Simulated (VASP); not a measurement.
# SnO2 (P4_2/mnm) in VASP: single point with LDA

Aim: the single point of SnO2 with LDA.

All numbers are computed with VASP 6.6.1; they aren't measurements. Logs are shortened: lines on timing, memory, paths and dates and some standing lists are left out, and cuts for length are marked.

## 1. The cell of the first run

Symmetry: P4_2/mnm, No. 136, tetragonal system. The conventional cell has a = 4.738 Å, b = 4.738 Å, c = 3.187 Å, α = 90.00°, β = 90.00°, γ = 90.00°. Within 2.7 Å of Sn (site symmetry mmm) lie 6 O at 2.05 to 2.06 Å. O (site symmetry m2m) has 3 Sn at 2.05 to 2.06 Å and 1 O at 2.59 Å within 2.7 Å.

## 2. Single point, LDA

Input file INCAR:

```
  PREC = Accurate
  ENCUT = 520
  EDIFF = 1E-6
  ISMEAR = 0
  SIGMA = 0.01
  LREAL = False
  LASPH = True
  NELM = 60
  ALGO = Normal
  ISIF = 2
  LWAVE = False
  LCHARG = False
  NBANDS = 35
```

Input file KPOINTS:

```
regular mesh
0
Gamma
  6 6 9
```

Input file POSCAR:

```
SnO2
1.0
    4.7380000000      0.0000000000      0.0000000000
    0.0000000000      4.7380000000      0.0000000000
    0.0000000000      0.0000000000      3.1865000000
Sn O
2 4
Direct
    0.0000000000      0.0000000000      0.0000000000
    0.5000000000      0.5000000000      0.5000000000
    0.3071000000      0.3071000000      0.0000000000
    0.1929000000      0.8071000000      0.5000000000
    0.6929000000      0.6929000000      0.0000000000
    0.8071000000      0.1929000000      0.5000000000
```

Potentials or basis: VASP PAW LDA potentials, release 64 (Sn_d, O).

The run is started by

```sh
$ cat potpaw_LDA.64/Sn_d/POTCAR potpaw_LDA.64/O/POTCAR > POTCAR
$ mpirun -np 1 vasp_std > vasp.out
```

OUTCAR:

```text
PREC = Accurate
   ENCUT = 520
   EDIFF = 1E-6
   ISMEAR = 0
   LREAL = False
   LASPH = True
   NELM = 60
   ISIF = 2

 ion  position               nearest neighbor table
   1  0.000  0.000  0.000-   4 2.05   6 2.05   4 2.05   6 2.05   5 2.06   3 2.06   2 3.71   2 3.71
                             2 3.71   2 3.71   2 3.71   2 3.71   2 3.71   2 3.71
   2  0.500  0.500  0.500-   3 2.05   5 2.05   3 2.05   5 2.05   4 2.06   6 2.06   1 3.71   1 3.71
                             1 3.71   1 3.71   1 3.71   1 3.71   1 3.71   1 3.71
   3  0.307  0.307  0.000-   2 2.05   2 2.05   1 2.06
   4  0.193  0.807  0.500-   1 2.05   1 2.05   2 2.06
   5  0.693  0.693  0.000-   2 2.05   2 2.05   1 2.06
   6  0.807  0.193  0.500-   1 2.05   1 2.05   2 2.06

  LATTYP: Found a simple tetragonal cell.
 ALAT       =     4.7380000000
 C/A-ratio  =     0.6725411566

  Lattice vectors:

 A1 = (   4.7380000000,   0.0000000000,   0.0000000000)
 A2 = (   0.0000000000,   4.7380000000,   0.0000000000)
 A3 = (   0.0000000000,   0.0000000000,   3.1865000000)

Analysis of symmetry for initial positions (statically):
=====================================================================
 Subroutine PRICEL returns:
 Original cell was already a primitive cell.

 Routine SETGRP: Setting up the symmetry group for a
 simple tetragonal supercell.

 Subroutine GETGRP returns: Found 16 space group operations
 (whereof  8 operations were pure point group operations)
 out of a pool of 16 trial point group operations.

The static configuration has the point symmetry D_2h.
 The point group associated with its full space group is D_4h.

Analysis of symmetry for dynamics (positions and initial velocities):
=====================================================================
 Subroutine PRICEL returns:
 Original cell was already a primitive cell.

 Routine SETGRP: Setting up the symmetry group for a
 simple tetragonal supercell.

 Subroutine GETGRP returns: Found 16 space group operations
 (whereof  8 operations were pure point group operations)
 out of a pool of 16 trial point group operations.

The dynamic configuration has the point symmetry D_2h.
 The point group associated with its full space group is D_4h.

 Subroutine INISYM returns: Found 16 space group operations
 (whereof  8 operations are pure point group operations),
 and found     1 'primitive' translations

----------------------------------------------------------------------------------------

                                     Primitive cell

  volume of cell :      71.5326

  direct lattice vectors                    reciprocal lattice vectors
     4.738000000  0.000000000  0.000000000     0.211059519  0.000000000  0.000000000
     0.000000000  4.738000000  0.000000000     0.000000000  0.211059519  0.000000000
     0.000000000  0.000000000  3.186500000     0.000000000  0.000000000  0.313823945

  length of vectors
     4.738000000  4.738000000  3.186500000     0.211059519  0.211059519  0.313823945

  position of ions in fractional coordinates (direct lattice)
     0.000000000  0.000000000  0.000000000
     0.500000000  0.500000000  0.500000000
     0.307100000  0.307100000  0.000000000
     0.192900000  0.807100000  0.500000000
     0.692900000  0.692900000  0.000000000
     0.807100000  0.192900000  0.500000000

  ion indices of the primitive-cell ions
   primitive index   ion index
                 1           1
                 2           2
                 3           3
                 4           4
                 5           5
                 6           6

----------------------------------------------------------------------------------------

 KPOINTS: regular mesh

Automatic generation of k-mesh.
 Grid dimensions read from file:
 generate k-points for:    6    6    9

 Generating k-lattice:

  Cartesian coordinates                     Fractional coordinates (reciprocal lattice)
     0.035176586  0.000000000  0.000000000     0.166666667  0.000000000  0.000000000
     0.000000000  0.035176586  0.000000000     0.000000000  0.166666667  0.000000000
     0.000000000  0.000000000  0.034869327     0.000000000  0.000000000  0.111111111

  Length of vectors
     0.035176586  0.035176586  0.034869327

  Shift w.r.t. Gamma in fractional coordinates (k-lattice)
     0.000000000  0.000000000  0.000000000

 Subroutine IBZKPT returns following result:
 ===========================================

 Found     50 irreducible k-points:

 Following reciprocal coordinates:
            Coordinates               Weight
  0.000000  0.000000  0.000000      1.000000
  0.166667  0.000000  0.000000      4.000000
  0.333333  0.000000  0.000000      4.000000
  0.500000  0.000000  0.000000      2.000000
  0.166667  0.166667  0.000000      4.000000
  0.333333  0.166667  0.000000      8.000000
[... 16 lines left out ...]
  0.333333  0.000000  0.222222      8.000000
  0.500000  0.000000  0.222222      4.000000
 [... further k-points ...]
   k-points           NKPTS =     50   k-points in BZ     NKDIM =     50   number of bands    NBANDS=     35
   number of dos      NEDOS =    301   number of ions     NIONS =      6
   total plane-waves  NPLWV =  31104
   dimension x,y,z NGX =    36 NGY =   36 NGZ =   24
   dimension x,y,z NGXF=    72 NGYF=   72 NGZF=   48
   ions per type =               2   4
   NGX,Y,Z   is equivalent  to a cutoff of  12.63, 12.63, 12.52 a.u.
   NGXF,Y,Z  is equivalent  to a cutoff of  25.26, 25.26, 25.04 a.u.
 SYSTEM =  unknown system
   PREC   = accura    normal or accurate (medium, high low for compatibility)
   ISTART =      0    job   : 0-new  1-cont  2-samecut
   ICHARG =      2    charge: 1-file 2-atom 10-const
   ISPIN  =      1    spin polarized calculation?
   LNONCOLLINEAR =      F non collinear calculations
   LSORBIT =      F    spin-orbit coupling
   LASPH  =      T    aspherical Exc in radial PAW
   ENCUT  =  520.0 eV  38.22 Ry    6.18 a.u.   8.81  8.81  5.92*2*pi/ulx,y,z
   NELM   =     60;   NELMIN=  2; NELMDL= -5     # of ELM steps
   EDIFF  = 0.1E-05   stopping-criterion for ELM
   LREAL  =      F    real-space projection
   EDIFFG = 0.1E-04   stopping-criterion for IOM
   NSW    =      0    number of steps for IOM
   IBRION =     -1    ionic relax: 0-MD 1-quasi-New 2-CG
   NFREE  =      0    steps in history (QN), initial steepest desc. (CG)
   ISIF   =      2    stress and relaxation
   ISYM   =      2    0-nonsym 1-usesym 2-fastsym
   POTIM  = 0.5000    time-step for ionic-motion
   TEBEG  =    0.0;   TEEND  =   0.0 temperature during run
   PSTRESS=    0.0 pullay stress
   NELECT =      52.0000    total number of electrons
   NUPDOWN=      -1.0000    fix difference up-down
   EMIN   =  10.00;   EMAX   =-10.00  energy-range for DOS
   EFERMI =   0.00;   METHOD = LEGACY
   ISMEAR =     0;   SIGMA  =   0.01  broadening in eV -4-tet -1-fermi 0-gaus
   EFERMI_NEDOS =   21; number of points for ismear=-14 and -15
   IALGO  =     38    algorithm
   IMIX   =      4    mixing-type and parameters
     AMIX     =   0.40;   BMIX     =  1.00
     AMIX_MAG =   1.60;   BMIX_MAG =  1.00
  volume/ion in A,a.u.               =      11.92        80.45
  Fermi-wavevector in a.u.,A,eV,Ry     =   1.472000  2.781677 29.480903  2.166785
  Thomas-Fermi vector in A             =   2.587068
   LORBIT       =      0    0 simple, 1 ext, 2 COOP (PROOUT), +10 PAW based schemes
   GGA     = CA    functional components
   LHFCALC =     F    Hartree Fock is set to
   AEXX    =    0.0000 exact exchange contribution
   IVDW    =     0    specifies the selected vdW correction
   LEPSILON=     F    determine dielectric tensor
   LRPA    =     F    only Hartree local field effects (RPA)
 non-spin polarized calculation
 Gauss-broadening in eV      SIGMA  =   0.01
  energy-cutoff  :      520.00
  volume of cell :       71.53
 maximum number of plane-waves:      1952
 NGX is ok and might be reduce to    36
   NGX = 17   NGY = 17   NGZ = 11

 number of electron      51.9999993 magnetization

 Free energy of the ion-electron system (eV)
  ---------------------------------------------------
  ext. energy  EPLUGINS =         0.00000000
  ---------------------------------------------------
  free energy    TOTEN  =       -42.27798158 eV

  energy without entropy =      -42.27798158  energy(sigma->0) =      -42.27798158

 E-fermi :   5.9245     XC(G=0): -11.7993

 val. band max:        5.8655836110   @ k =   0.0000   0.0000   0.0000
 cond. band min:       7.0344143958   @ k =   0.0000   0.0000   0.0000
 fundamental gap:      1.1688307847
 Fermi energy:         5.9244951819

 k-point     1 :       0.0000    0.0000    0.0000
  band No.  band energies     occupation
      1     -15.1398      2.00000
      2     -14.3940      2.00000
      3     -14.0999      2.00000
      4     -14.0846      2.00000
      5     -14.0846      2.00000
      6     -13.9873      2.00000
[... 27 lines left out ...]
     34      17.6950      0.00000
     35      18.1647      0.00000

 k-point     2 :       0.1667    0.0000    0.0000
  band No.  band energies     occupation
      1     -15.0980      2.00000
      2     -14.4400      2.00000
      3     -14.0993      2.00000
      4     -14.0827      2.00000
      5     -14.0826      2.00000
      6     -14.0239      2.00000
[... 27 lines left out ...]
     34      17.6951      0.00000
     35      18.1252      0.00000

 k-point     3 :       0.3333    0.0000    0.0000
  band No.  band energies     occupation
      1     -14.9771      2.00000
      2     -14.5890      2.00000
      3     -14.0972      2.00000
      4     -14.0788      2.00000
      5     -14.0786      2.00000
      6     -14.0722      2.00000
[... 27 lines left out ...]
     34      17.8173      0.00000
     35      18.0827      0.00000

 k-point     4 :       0.5000    0.0000    0.0000
  band No.  band energies     occupation
      1     -14.7935      2.00000
      2     -14.7935      2.00000
      3     -14.0913      2.00000
      4     -14.0913      2.00000
      5     -14.0767      2.00000
      6     -14.0767      2.00000
[... 27 lines left out ...]
     34      18.0103      0.00000
     35      18.2391      0.00000

 k-point     5 :       0.1667    0.1667    0.0000
  band No.  band energies     occupation
      1     -15.0660      2.00000
      2     -14.4923      2.00000
      3     -14.0981      2.00000
      4     -14.0853      2.00000
      5     -14.0784      2.00000
      6     -14.0441      2.00000
[... 638 lines left out ...]
 k-point    22 :       0.1667    0.0000    0.2222
  band No.  band energies     occupation
      1     -14.9000      2.00000
      2     -14.5354      2.00000
      3     -14.4439      2.00000
      4     -14.1611      2.00000
      5     -14.0085      2.00000
      6     -13.9947      2.00000
[... 27 lines left out ...]
     34      17.7062      0.00000
     35      17.9058      0.00000

 k-point    23 :       0.3333    0.0000    0.2222
  band No.  band energies     occupation
      1     -14.8529      2.00000
      2     -14.6586      2.00000
      3     -14.3752      2.00000
      4     -14.2025      2.00000
      5     -14.0005      2.00000
      6     -13.9841      2.00000
[... 27 lines left out ...]
     34      17.9367      0.00000
     35      18.0505      0.00000

 k-point    24 :       0.5000    0.0000    0.2222
  band No.  band energies     occupation
      1     -14.7712      2.00000
      2     -14.7712      2.00000
      3     -14.2843      2.00000
      4     -14.2843      2.00000
      5     -13.9902      2.00000
      6     -13.9902      2.00000
[... 27 lines left out ...]
     34      18.0579      0.00000
     35      18.2463      0.00000

 [... further k-points ...]

------------------------ aborting loop because EDIFF is reached ----------------------------------------

  FORCE on cell =-STRESS in cart. coord.  units (eV):
  Direction    XX          YY          ZZ          XY          YZ          ZX
  --------------------------------------------------------------------------------------
  -------------------------------------------------------------------------------------
  Total       -0.0835777     -0.0835777      0.6085355      0.0000000      0.0000000      0.0000000
  in kB       -1.8719624     -1.8719624     13.6298928      0.0000000      0.0000000      0.0000000
  external PRESSURE =       3.2953227 kB  Pullay stress =       0.0000000 kB

 VOLUME and BASIS-vectors are now :
 -----------------------------------------------------------------------------
  energy-cutoff  :      520.00
  volume of cell :       71.53
      direct lattice vectors                 reciprocal lattice vectors
     4.738000000  0.000000000  0.000000000     0.211059519  0.000000000  0.000000000
     0.000000000  4.738000000  0.000000000     0.000000000  0.211059519  0.000000000
     0.000000000  0.000000000  3.186500000     0.000000000  0.000000000  0.313823945

 POSITION                                       TOTAL-FORCE (eV/Angst)
 -----------------------------------------------------------------------------------
      0.00000      0.00000      0.00000        -0.000000     -0.000000      0.000000
      2.36900      2.36900      1.59325        -0.000000     -0.000000      0.000000
      1.45504      1.45504      0.00000        -0.127887     -0.127887      0.000000
      0.91396      3.82404      1.59325         0.127887     -0.127887      0.000000
      3.28296      3.28296      0.00000         0.127887      0.127887      0.000000
      3.82404      0.91396      1.59325        -0.127887      0.127887      0.000000
 -----------------------------------------------------------------------------------
    total drift:                               -0.000000      0.000000      0.000000

  FREE ENERGIE OF THE ION-ELECTRON SYSTEM (eV)
  ---------------------------------------------------
  free  energy   TOTEN  =       -42.2779815762 eV

  energy  without entropy=      -42.2779815762  energy(sigma->0) =      -42.27798158
```

Run time: 71 s. Hardware: 1 thread of Intel Xeon 6975P-C, shared host; peak memory 0.22 GiB.

Results:

* Free energy: -42.2780 eV
* Pressure: 0.3 GPa
* Largest force: 0.181 eV/Å
* Band gap on the k mesh: 1.17 eV, direct

Forces on the atoms (eV/Å):
```
Sn   0.000  0.000  0.000
Sn   0.000  0.000  0.000
O   -0.128 -0.128  0.000
O    0.128 -0.128  0.000
O    0.128  0.128  0.000
O   -0.128  0.128  0.000
```

Stress tensor (GPa, compression positive):
```
-0.19  0.00  0.00
 0.00 -0.19  0.00
 0.00  0.00  1.36
```

Caveat: spin-orbit coupling is left out, which moves the levels of the heavy elements.
